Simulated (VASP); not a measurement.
# AlRu (rocksalt type) (Fm-3m) in VASP: notebook, part 2 of 2

VASP 6.6.1.

## 3. Single point, LDA (volume scaled by 0.55)

File INCAR:

```
PREC = Accurate ; ENCUT = 520
EDIFF = 1E-7 ; ISMEAR = -1
SIGMA = 0.05 ; LREAL = F
LASPH = T ; NELM = 60
ALGO = Normal ; ISIF = 2
LWAVE = F ; LCHARG = F
GGA = CA ; NBANDS = 16
```

File KPOINTS:

```
regular mesh
0
Gamma
  14 14 14
```

File POSCAR:

```
AlRu
1.0
    0.0000000000      2.0031526235      2.0031526235
    2.0031526235      0.0000000000      2.0031526235
    2.0031526235      2.0031526235      0.0000000000
Ru Al
1 1
Direct
    0.0000000000      0.0000000000      0.0000000000
    0.5000000000      0.5000000000      0.5000000000
```

Potentials or basis: VASP PAW LDA potentials, release 64 (Ru_pv, Al).

On the command line:

```bash
cat potpaw_LDA.64/Ru_pv/POTCAR potpaw_LDA.64/Al/POTCAR > POTCAR
mpirun -np 1 vasp_std > vasp.out
```

OUTCAR:

```text
PREC = Accurate
   ENCUT = 520
   EDIFF = 1E-7
   ISMEAR = -1
   LREAL = F
   LASPH = T
   NELM = 60
   ISIF = 2
   GGA = CA

 ion  position               nearest neighbor table
   1  0.000  0.000  0.000-   2 2.00   2 2.00   2 2.00   2 2.00   2 2.00   2 2.00
   2  0.500  0.500  0.500-   1 2.00   1 2.00   1 2.00   1 2.00   1 2.00   1 2.00

  LATTYP: Found a face centered cubic cell.
 ALAT       =     4.0063052470

  Lattice vectors:

 A1 = (   0.0000000000,   2.0031526235,   2.0031526235)
 A2 = (   2.0031526235,   0.0000000000,   2.0031526235)
 A3 = (   2.0031526235,   2.0031526235,   0.0000000000)

Analysis of symmetry for initial positions (statically):
=====================================================================
 Subroutine PRICEL returns:
 Original cell was already a primitive cell.

 Routine SETGRP: Setting up the symmetry group for a
 face centered cubic supercell.

 Subroutine GETGRP returns: Found 48 space group operations
 (whereof 48 operations were pure point group operations)
 out of a pool of 48 trial point group operations.

The static configuration has the point symmetry O_h .

Analysis of symmetry for dynamics (positions and initial velocities):
=====================================================================
 Subroutine PRICEL returns:
 Original cell was already a primitive cell.

 Routine SETGRP: Setting up the symmetry group for a
 face centered cubic supercell.

 Subroutine GETGRP returns: Found 48 space group operations
 (whereof 48 operations were pure point group operations)
 out of a pool of 48 trial point group operations.

The dynamic configuration has the point symmetry O_h .

 Subroutine INISYM returns: Found 48 space group operations
[... 104 lines left out ...]
   ISYM   =      2    0-nonsym 1-usesym 2-fastsym
   POTIM  = 0.5000    time-step for ionic-motion
   TEBEG  =    0.0;   TEEND  =   0.0 temperature during run
   PSTRESS=    0.0 pullay stress
   NELECT =      17.0000    total number of electrons
   NUPDOWN=      -1.0000    fix difference up-down
   EMIN   =  10.00;   EMAX   =-10.00  energy-range for DOS
   EFERMI =   0.00;   METHOD = LEGACY
   ISMEAR =    -1;   SIGMA  =   0.05  broadening in eV -4-tet -1-fermi 0-gaus
   EFERMI_NEDOS =   21; number of points for ismear=-14 and -15
   IALGO  =     38    algorithm
   IMIX   =      4    mixing-type and parameters
     AMIX     =   0.40;   BMIX     =  1.00
     AMIX_MAG =   1.60;   BMIX_MAG =  1.00
  volume/ion in A,a.u.               =       8.04        54.24
  Fermi-wavevector in a.u.,A,eV,Ry     =   1.667889  3.151853 37.849410  2.781853
  Thomas-Fermi vector in A             =   2.753832
   LORBIT       =      0    0 simple, 1 ext, 2 COOP (PROOUT), +10 PAW based schemes
   GGA     = CA    functional components
   LHFCALC =     F    Hartree Fock is set to
   AEXX    =    0.0000 exact exchange contribution
   IVDW    =     0    specifies the selected vdW correction
   LEPSILON=     F    determine dielectric tensor
   LRPA    =     F    only Hartree local field effects (RPA)
 non-spin polarized calculation
  energy-cutoff  :      520.00
  volume of cell :       16.08
 maximum number of plane-waves:       444
 NGX is ok and might be reduce to    24
   NGX = 11   NGY = 11   NGZ = 11

 number of electron      16.9999999 magnetization

 Free energy of the ion-electron system (eV)
  ---------------------------------------------------
  ext. energy  EPLUGINS =         0.00000000
  ---------------------------------------------------
  free energy    TOTEN  =        -5.92120962 eV

  energy without entropy =       -5.91456154  energy(sigma->0) =       -5.91788558

 E-fermi :  20.6977     XC(G=0): -15.5309

 val. band max:       20.6759081347   @ k =   0.5000   0.4286   0.0714
 cond. band min:      20.7428591817   @ k =  -0.2857   0.2143   0.0714
 fundamental gap:      0.0669510471
 Fermi energy:        20.6977125370

 k-point     1 :       0.0000    0.0000    0.0000
  band No.  band energies     occupation
      1     -22.1881      2.00000
      2     -22.1881      2.00000
      3     -22.1881      2.00000
      4       7.3631      2.00000
      5      14.7299      2.00000
      6      14.7299      2.00000
[... 433 lines left out ...]
      3     -22.3151      2.00000
      4       9.7595      2.00000
      5      13.2609      2.00000
      6      14.5899      2.00000
[... 8 lines left out ...]
     15      35.5614      0.00000
     16      35.9397      0.00000

 [... further k-points ...]
[... 5 lines left out ...]
  --------------------------------------------------------------------------------------
  -------------------------------------------------------------------------------------
  Total       34.9567099     34.9567099     34.9567099      0.0000000      0.0000000     -0.0000000
  in kB     3483.9267619   3483.9267619   3483.9267619      0.0000000      0.0000000     -0.0000000
  external PRESSURE =    3483.9267619 kB  Pullay stress =       0.0000000 kB

 VOLUME and BASIS-vectors are now :
 -----------------------------------------------------------------------------
  energy-cutoff  :      520.00
  volume of cell :       16.08
      direct lattice vectors                 reciprocal lattice vectors
     0.000000000  2.003152624  2.003152624    -0.249606542  0.249606542  0.249606542
     2.003152624  0.000000000  2.003152624     0.249606542 -0.249606542  0.249606542
     2.003152624  2.003152624  0.000000000     0.249606542  0.249606542 -0.249606542

 POSITION                                       TOTAL-FORCE (eV/Angst)
 -----------------------------------------------------------------------------------
      0.00000      0.00000      0.00000        -0.000000     -0.000000     -0.000000
      2.00315      2.00315      2.00315         0.000000      0.000000      0.000000
 -----------------------------------------------------------------------------------
    total drift:                                0.000000     -0.000000     -0.000000

  FREE ENERGIE OF THE ION-ELECTRON SYSTEM (eV)
  ---------------------------------------------------
  free  energy   TOTEN  =        -5.9212096248 eV

  energy  without entropy=       -5.9145615368  energy(sigma->0) =       -5.91788558
```

stdout:

```text
POSCAR found type information on POSCAR RuAl
 POSCAR found :  2 types and       2 ions
 scaLAPACK will be used
 LDA part: xc-table for (Slater(with rela. corr.)+CA(PZ))
 , standard interpolation
 POSCAR, INCAR and KPOINTS ok, starting setup
 FFT: planning ... GRIDC
 FFT: planning ... GRID_SOFT
 FFT: planning ... GRID
 WAVECAR not read
 entering main loop
```

Wall time 26 s (1 thread of Intel Xeon 8259CL, shared host); peak memory 0.15 GiB.

What came out:

| Property | Result |
| --- | --- |
| Free energy | -5.9212 eV |
| Pressure | 348.4 GPa |

Levels at points of the mesh, in eV from the Fermi level:
| k point | band 6 | band 7 | band 8 | band 9 | band 10 | band 11 | band 12 | band 13 |
| --- | --- | --- | --- | --- | --- | --- | --- | --- |
| (0.00, 0.00, 0.00) | -5.97 | -5.97 | -4.65 | -4.65 | 8.63 | 10.28 | 10.28 | 10.28 |
| (0.50, 0.00, 0.00) | -6.35 | -4.91 | -1.07 | -1.07 | 4.02 | 8.07 | 9.59 | 9.59 |
| (0.50, 0.50, 0.00) | -3.63 | -2.66 | -0.06 | -0.06 | 4.27 | 4.27 | 5.34 | 12.29 |

## 4. Single point, LDA (volume scaled by 0.64)

File INCAR:

```
PREC = Accurate
ENCUT = 520
EDIFF = 1E-6
ISMEAR = -1
SIGMA = 0.05
LREAL = False
LASPH = True
NELM = 60
ALGO = Normal
ISIF = 2
LWAVE = False
LCHARG = False
NBANDS = 16
```

File KPOINTS:

```
Automatic mesh
0
Gamma
  14 14 14
```

File POSCAR:

```
AlRu
1.0
    0.0000000000      2.1069446902      2.1069446902
    2.1069446902      0.0000000000      2.1069446902
    2.1069446902      2.1069446902      0.0000000000
Ru Al
1 1
Direct
    0.0000000000      0.0000000000      0.0000000000
    0.5000000000      0.5000000000      0.5000000000
```

Potentials or basis: VASP PAW LDA potentials, release 64 (Ru_pv, Al).

On the command line:

```bash
cat potpaw_LDA.64/Ru_pv/POTCAR potpaw_LDA.64/Al/POTCAR > POTCAR
mpirun -np 1 vasp_std > vasp.out
```

OUTCAR:

```text
PREC = Accurate
   ENCUT = 520
   EDIFF = 1E-6
   ISMEAR = -1
   LREAL = False
   LASPH = True
   NELM = 60
   ISIF = 2

 ion  position               nearest neighbor table
   1  0.000  0.000  0.000-   2 2.11   2 2.11   2 2.11   2 2.11   2 2.11   2 2.11
   2  0.500  0.500  0.500-   1 2.11   1 2.11   1 2.11   1 2.11   1 2.11   1 2.11

  LATTYP: Found a face centered cubic cell.
 ALAT       =     4.2138893804

  Lattice vectors:

 A1 = (   0.0000000000,   2.1069446902,   2.1069446902)
 A2 = (   2.1069446902,   0.0000000000,   2.1069446902)
 A3 = (   2.1069446902,   2.1069446902,   0.0000000000)

Analysis of symmetry for initial positions (statically):
=====================================================================
 Subroutine PRICEL returns:
 Original cell was already a primitive cell.

 Routine SETGRP: Setting up the symmetry group for a
 face centered cubic supercell.

 Subroutine GETGRP returns: Found 48 space group operations
 (whereof 48 operations were pure point group operations)
 out of a pool of 48 trial point group operations.

[... 155 lines left out ...]
  ---------------------------------------------------
  ext. energy  EPLUGINS =         0.00000000
  ---------------------------------------------------
  free energy    TOTEN  =       -10.21954124 eV

  energy without entropy =      -10.21074591  energy(sigma->0) =      -10.21514357

 E-fermi :  17.2402     XC(G=0): -14.6395

 val. band max:       17.1126948563   @ k =   0.5000   0.4286   0.0000
 cond. band min:      17.2540854556   @ k =  -0.2857   0.2143   0.0714
 fundamental gap:      0.1413905993
 Fermi energy:        17.2402136176

 k-point     1 :       0.0000    0.0000    0.0000
  band No.  band energies     occupation
      1     -25.1568      2.00000
      2     -25.1568      2.00000
      3     -25.1568      2.00000
      4       4.9645      2.00000
      5      12.6040      2.00000
      6      12.6040      2.00000
[... 433 lines left out ...]
      3     -25.2304      2.00000
      4       7.1065      2.00000
      5      11.3208      2.00000
      6      12.1889      2.00000
[... 8 lines left out ...]
     15      30.7888      0.00000
     16      31.9654      0.00000

 [... further k-points ...]
[... 5 lines left out ...]
  --------------------------------------------------------------------------------------
  -------------------------------------------------------------------------------------
  Total       22.2741444     22.2741444     22.2741444      0.0000000      0.0000000      0.0000000
  in kB     1907.7532988   1907.7532988   1907.7532988      0.0000000      0.0000000      0.0000000
  external PRESSURE =    1907.7532988 kB  Pullay stress =       0.0000000 kB

 VOLUME and BASIS-vectors are now :
 -----------------------------------------------------------------------------
  energy-cutoff  :      520.00
  volume of cell :       18.71
      direct lattice vectors                 reciprocal lattice vectors
     0.000000000  2.106944690  2.106944690    -0.237310454  0.237310454  0.237310454
     2.106944690  0.000000000  2.106944690     0.237310454 -0.237310454  0.237310454
     2.106944690  2.106944690  0.000000000     0.237310454  0.237310454 -0.237310454

 POSITION                                       TOTAL-FORCE (eV/Angst)
 -----------------------------------------------------------------------------------
      0.00000      0.00000      0.00000        -0.000000     -0.000000     -0.000000
      2.10694      2.10694      2.10694         0.000000      0.000000      0.000000
 -----------------------------------------------------------------------------------
    total drift:                                0.000000     -0.000000     -0.000000

  FREE ENERGIE OF THE ION-ELECTRON SYSTEM (eV)
  ---------------------------------------------------
  free  energy   TOTEN  =       -10.2195412397 eV

  energy  without entropy=      -10.2107459051  energy(sigma->0) =      -10.21514357
```

Wall time 25 s (1 thread of Intel Xeon 8259CL, shared host); peak memory 0.15 GiB.

What came out:

* Free energy: -10.2195 eV
* Pressure: 190.8 GPa

Levels at points of the mesh, in eV from the Fermi level:
| k point | band 5 | band 6 | band 7 | band 8 | band 9 | band 10 | band 11 | band 12 | band 13 | band 14 |
| --- | --- | --- | --- | --- | --- | --- | --- | --- | --- | --- |
| (0.00, 0.00, 0.00) | -4.64 | -4.64 | -4.64 | -3.65 | -3.65 | 9.38 | 9.38 | 9.38 | 9.38 | 12.29 |
| (0.50, 0.00, 0.00) | -5.25 | -5.25 | -4.98 | -0.77 | -0.77 | 3.12 | 8.11 | 9.41 | 9.41 | 12.29 |
| (0.50, 0.50, 0.00) | -7.53 | -3.46 | -2.06 | 0.06 | 0.06 | 3.69 | 3.69 | 4.37 | 12.30 | 14.86 |
